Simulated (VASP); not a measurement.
# Ti in VASP: relaxation of the atoms with PBE

Aim: the relaxation of the atoms of Ti with PBE.

Everything below comes from runs of VASP 6.6.1. Logs are shortened: lines on timing, memory, paths and dates and some standing lists are left out, and cuts for length are marked.

## (1) The cell of the first run

The cell holds a slab with vacuum, 5 atoms: a = 2.908 Å, b = 2.908 Å, c = 24.496 Å, α = 90.00°, β = 90.00°, γ = 120.00°.

## (2) Relaxation of the atoms, PBE

INCAR

```
PREC = Accurate ; ENCUT = 520
EDIFF = 1E-6 ; ISMEAR = 0
SIGMA = 0.1 ; LREAL = F
LASPH = T ; NELM = 80
ALGO = Normal ; ISIF = 2
LWAVE = F ; LCHARG = F
LDIPOL = T ; IDIPOL = 3
DIPOL = 0.5 0.5 0.500 ; GGA = PE
IBRION = 2 ; NSW = 80
EDIFFG = -0.02
```

KPOINTS

```
regular mesh
0
Gamma
  12 12 1
```

POSCAR

```
Ti
1.0
    2.9076478643      0.0000000000      0.0000000000
   -1.4538239322      2.5180969158      0.0000000000
    0.0000000000      0.0000000000     24.4963381590
Ti
5
Direct
    0.6666666667      0.3333333333      0.3061682098
    0.3333333333      0.6666666667      0.4030841049
    0.0000000000      0.0000000000      0.5000000000
    0.6666666667      0.3333333333      0.5969158951
    0.3333333333      0.6666666667      0.6938317902
```

Potentials or basis: VASP PAW PBE potentials, release 64 (Ti_sv).

Run with:

```
$ cat potpaw_PBE.64/Ti_sv/POTCAR > POTCAR
$ mpirun -np 1 vasp_std > vasp.out
```

OUTCAR:

```text
PREC = Accurate
   ENCUT = 520
   EDIFF = 1E-6
   ISMEAR = 0
   LREAL = F
   LASPH = T
   NELM = 80
   ISIF = 2
   GGA = PE
   IBRION = 2
   NSW = 80
   EDIFFG = -0.02

 ion  position               nearest neighbor table
   1  0.667  0.333  0.306-   2 2.91   2 2.91   2 2.91
   2  0.333  0.667  0.403-   1 2.91   3 2.91   1 2.91   3 2.91   3 2.91   1 2.91
   3  0.000  0.000  0.500-   2 2.91   4 2.91   4 2.91   2 2.91   4 2.91   2 2.91
   4  0.667  0.333  0.597-   5 2.91   3 2.91   5 2.91   3 2.91   3 2.91   5 2.91
   5  0.333  0.667  0.694-   4 2.91   4 2.91   4 2.91

  LATTYP: Found a hexagonal cell.
 ALAT       =     2.9076478643
 C/A-ratio  =     8.4247953336

  Lattice vectors:

 A1 = (   2.9076478643,   0.0000000000,   0.0000000000)
 A2 = (  -1.4538239322,   2.5180969158,   0.0000000000)
 A3 = (   0.0000000000,   0.0000000000,  24.4963381590)

Analysis of symmetry for initial positions (statically):
=====================================================================
 Subroutine PRICEL returns:
 Original cell was already a primitive cell.

 Routine SETGRP: Setting up the symmetry group for a
 hexagonal supercell.

 Subroutine GETGRP returns: Found 12 space group operations
 (whereof 12 operations were pure point group operations)
 out of a pool of 24 trial point group operations.

The static configuration has the point symmetry D_3d.

Analysis of symmetry for dynamics (positions and initial velocities):
=====================================================================
 Subroutine PRICEL returns:
 Original cell was already a primitive cell.

 Routine SETGRP: Setting up the symmetry group for a
 hexagonal supercell.

 Subroutine GETGRP returns: Found 12 space group operations
 (whereof 12 operations were pure point group operations)
 out of a pool of 24 trial point group operations.

The dynamic configuration has the point symmetry D_3d.

 Subroutine INISYM returns: Found 12 space group operations
 (whereof 12 operations are pure point group operations),
 and found     1 'primitive' translations

----------------------------------------------------------------------------------------

                                     Primitive cell

  volume of cell :     179.3558

  direct lattice vectors                    reciprocal lattice vectors
     2.907647864  0.000000000  0.000000000     0.343920601  0.198562651  0.000000000
    -1.453823932  2.518096916  0.000000000     0.000000000  0.397125303  0.000000000
     0.000000000  0.000000000 24.496338159     0.000000000  0.000000000  0.040822428

  length of vectors
     2.907647864  2.907647864 24.496338159     0.397125303  0.397125303  0.040822428

  position of ions in fractional coordinates (direct lattice)
     0.666666667  0.333333333  0.306168210
     0.333333333  0.666666667  0.403084105
     0.000000000  0.000000000  0.500000000
     0.666666667  0.333333333  0.596915895
     0.333333333  0.666666667  0.693831790

  ion indices of the primitive-cell ions
   primitive index   ion index
                 1           1
                 2           2
                 3           3
                 4           4
                 5           5

----------------------------------------------------------------------------------------

 KPOINTS: regular mesh

Automatic generation of k-mesh.
 Grid dimensions read from file:
 generate k-points for:   12   12    1

 Generating k-lattice:

  Cartesian coordinates                     Fractional coordinates (reciprocal lattice)
     0.028660050  0.016546888  0.000000000     0.083333333  0.000000000  0.000000000
     0.000000000  0.033093775  0.000000000     0.000000000  0.083333333  0.000000000
     0.000000000  0.000000000  0.040822428     0.000000000  0.000000000  1.000000000

  Length of vectors
     0.033093775  0.033093775  0.040822428

  Shift w.r.t. Gamma in fractional coordinates (k-lattice)
     0.000000000  0.000000000  0.000000000

 Subroutine IBZKPT returns following result:
 ===========================================

 Found     19 irreducible k-points:

 Following reciprocal coordinates:
            Coordinates               Weight
  0.000000  0.000000  0.000000      1.000000
  0.083333  0.000000  0.000000      6.000000
  0.166667  0.000000  0.000000      6.000000
  0.250000  0.000000  0.000000      6.000000
  0.333333  0.000000  0.000000      6.000000
  0.416667  0.000000  0.000000      6.000000
[... 11 lines left out ...]
  0.333333  0.250000  0.000000     12.000000
  0.333333  0.333333  0.000000      2.000000
   k-points           NKPTS =     19   k-points in BZ     NKDIM =     19   number of bands    NBANDS=     36
   number of dos      NEDOS =    301   number of ions     NIONS =      5
   total plane-waves  NPLWV = 110592
   dimension x,y,z NGX =    24 NGY =   24 NGZ =  192
   dimension x,y,z NGXF=    48 NGYF=   48 NGZF=  384
   ions per type =               5
   NGX,Y,Z   is equivalent  to a cutoff of  13.72, 13.72, 13.03 a.u.
   NGXF,Y,Z  is equivalent  to a cutoff of  27.44, 27.44, 26.06 a.u.
 SYSTEM =  unknown system
   PREC   = accura    normal or accurate (medium, high low for compatibility)
   ISTART =      0    job   : 0-new  1-cont  2-samecut
   ICHARG =      2    charge: 1-file 2-atom 10-const
   ISPIN  =      1    spin polarized calculation?
   LNONCOLLINEAR =      F non collinear calculations
   LSORBIT =      F    spin-orbit coupling
   LASPH  =      T    aspherical Exc in radial PAW
   ENCUT  =  520.0 eV  38.22 Ry    6.18 a.u.   5.41  5.41 45.55*2*pi/ulx,y,z
   NELM   =     80;   NELMIN=  2; NELMDL= -5     # of ELM steps
   EDIFF  = 0.1E-05   stopping-criterion for ELM
   LREAL  =      F    real-space projection
   EDIFFG = -.2E-01   stopping-criterion for IOM
   NSW    =     80    number of steps for IOM
   IBRION =      2    ionic relax: 0-MD 1-quasi-New 2-CG
   NFREE  =      1    steps in history (QN), initial steepest desc. (CG)
   ISIF   =      2    stress and relaxation
   ISYM   =      2    0-nonsym 1-usesym 2-fastsym
   POTIM  = 0.5000    time-step for ionic-motion
   TEBEG  =    0.0;   TEEND  =   0.0 temperature during run
   PSTRESS=    0.0 pullay stress
   NELECT =      60.0000    total number of electrons
   NUPDOWN=      -1.0000    fix difference up-down
   EMIN   =  10.00;   EMAX   =-10.00  energy-range for DOS
   EFERMI =   0.00;   METHOD = LEGACY
   ISMEAR =     0;   SIGMA  =   0.10  broadening in eV -4-tet -1-fermi 0-gaus
   EFERMI_NEDOS =   21; number of points for ismear=-14 and -15
   IALGO  =     38    algorithm
   IMIX   =      4    mixing-type and parameters
     AMIX     =   0.40;   BMIX     =  1.00
     AMIX_MAG =   1.60;   BMIX_MAG =  1.00
  volume/ion in A,a.u.               =      35.87       242.07
  Fermi-wavevector in a.u.,A,eV,Ry     =   1.136458  2.147594 17.572429  1.291537
  Thomas-Fermi vector in A             =   2.273163
   LORBIT       =      0    0 simple, 1 ext, 2 COOP (PROOUT), +10 PAW based schemes
   GGA     = PE    functional components
   LHFCALC =     F    Hartree Fock is set to
   AEXX    =    0.0000 exact exchange contribution
   IVDW    =     0    specifies the selected vdW correction
   LEPSILON=     F    determine dielectric tensor
   LRPA    =     F    only Hartree local field effects (RPA)
 conjugate gradient relaxation of ions
 non-spin polarized calculation
 Gauss-broadening in eV      SIGMA  =   0.10
  energy-cutoff  :      520.00
  volume of cell :      179.36
 maximum number of plane-waves:      4927
 NGX is ok and might be reduce to    24
   NGX = 11   NGY = 11   NGZ = 91

--------------------------------------- Ionic step        1  -------------------------------------------

 number of electron      59.9999989 magnetization

 Free energy of the ion-electron system (eV)
  ---------------------------------------------------
  ext. energy  EPLUGINS =         0.00000000
  ---------------------------------------------------
  free energy    TOTEN  =       -37.16765986 eV

  energy without entropy =      -37.12074954  energy(sigma->0) =      -37.14420470

------------------------ aborting loop because EDIFF is reached ----------------------------------------

  FORCE on cell =-STRESS in cart. coord.  units (eV):
  Direction    XX          YY          ZZ          XY          YZ          ZX
  --------------------------------------------------------------------------------------
  -------------------------------------------------------------------------------------
  Total       -1.7374438     -1.7374438     -2.2560338      0.0000000      0.0000000      0.0000000
  in kB      -15.5205077    -15.5205077    -20.1530492      0.0000000      0.0000000      0.0000000
  external PRESSURE =     -17.0646882 kB  Pullay stress =       0.0000000 kB
[... 215 lines left out ...]
  FREE ENERGIE OF THE ION-ELECTRON SYSTEM (eV)
  ---------------------------------------------------
  free  energy   TOTEN  =       -37.2559388091 eV

  energy  without entropy=      -37.2112464198  energy(sigma->0) =      -37.23359261

 dipolmoment           0.000000      0.000000      0.000000 electrons x Angstroem

--------------------------------------- Ionic step        7  -------------------------------------------

 number of electron      59.9999989 magnetization

------------------------ aborting loop because EDIFF is reached ----------------------------------------
[... 34 lines left out ...]
--------------------------------------- Ionic step        8  -------------------------------------------

 number of electron      59.9999988 magnetization

 dipolmoment           0.000000      0.000000     -0.000000 electrons x Angstroem

 Free energy of the ion-electron system (eV)
  ---------------------------------------------------
  ext. energy  EPLUGINS =         0.00000000
  ---------------------------------------------------
  free energy    TOTEN  =       -37.25908439 eV

  energy without entropy =      -37.21483808  energy(sigma->0) =      -37.23696123

 E-fermi :   1.8200     XC(G=0):  -6.3193

 val. band max:        1.8051983809   @ k =   0.3333   0.0000   0.0000
 cond. band min:       1.8375443275   @ k =   0.0833   0.0833   0.0000
 fundamental gap:      0.0323459467
 Fermi energy:         1.8199758036

 k-point     1 :       0.0000    0.0000    0.0000
  band No.  band energies     occupation
      1     -55.0167      2.00000
      2     -55.0163      2.00000
      3     -54.8458      2.00000
      4     -54.7834      2.00000
      5     -54.7608      2.00000
      6     -31.4823      2.00000
[... 730 lines left out ...]
     35       2.1329      0.00001
     36       2.1329      0.00001

------------------------ aborting loop because EDIFF is reached ----------------------------------------

 vacuum level on the upper side and lower side of the slab       (xc-potential included)        -0.023        -0.023

  FORCE on cell =-STRESS in cart. coord.  units (eV):
  Direction    XX          YY          ZZ          XY          YZ          ZX
  --------------------------------------------------------------------------------------
  -------------------------------------------------------------------------------------
  Total       -0.5434430     -0.5434430      0.0090172      0.0000000      0.0000000     -0.0000000
  in kB       -4.8545517     -4.8545517      0.0805499      0.0000000      0.0000000     -0.0000000
  external PRESSURE =      -3.2095178 kB  Pullay stress =       0.0000000 kB
[... 20 lines left out ...]
  FREE ENERGIE OF THE ION-ELECTRON SYSTEM (eV)
  ---------------------------------------------------
  free  energy   TOTEN  =       -37.2590843850 eV

  energy  without entropy=      -37.2148380812  energy(sigma->0) =      -37.23696123

 reached required accuracy - stopping structural energy minimisation

 vacuum level on the upper side and lower side of the slab         6.272         6.272
```

It took 11 min on 1 thread of Intel Xeon Platinum 8488C (Sapphire Rapids), shared host; peak memory 0.36 GiB.

What came out:

- Free energy: -37.2591 eV
- Energy gained by relaxing: 18.3 meV/atom
- Ionic steps: 8
- Largest force after relaxing: 0.018 eV/Å
- Band gap on the k mesh: zero (bands 30 and 31 overlap by 1.00 eV)

Forces in eV/Å, atoms in the order of the input:
```
Ti   0.000  0.000 -0.015
Ti   0.000  0.000  0.018
Ti   0.000  0.000  0.000
Ti   0.000  0.000 -0.018
Ti   0.000  0.000  0.015
```

The path:
```
step  energy change (eV)  largest force (eV/Å)  pressure (GPa)
   1              0.0000                0.5084           -1.71
   2             -0.0422                0.3925           -1.50
   3             -0.0836                0.0914           -0.82
   4             -0.0837                0.0768           -0.86
   5             -0.0851                0.0665           -0.81
   6             -0.0883                0.0494           -0.67
   7             -0.0914                0.0232           -0.37
   8             -0.0914                0.0178           -0.32
```

Final structure:
```
Ti
1.0
     2.90765    0.00000    0.00000
    -1.45382    2.51810    0.00000
     0.00000    0.00000   24.49634
Ti
5
Direct
  0.66667 0.33333 0.31175
  0.33333 0.66667 0.40173
  0.00000 0.00000 0.50000
  0.66667 0.33333 0.59827
  0.33333 0.66667 0.68825
```

The gap in the log of VASP goes by the Fermi energy; the results here count the filled bands.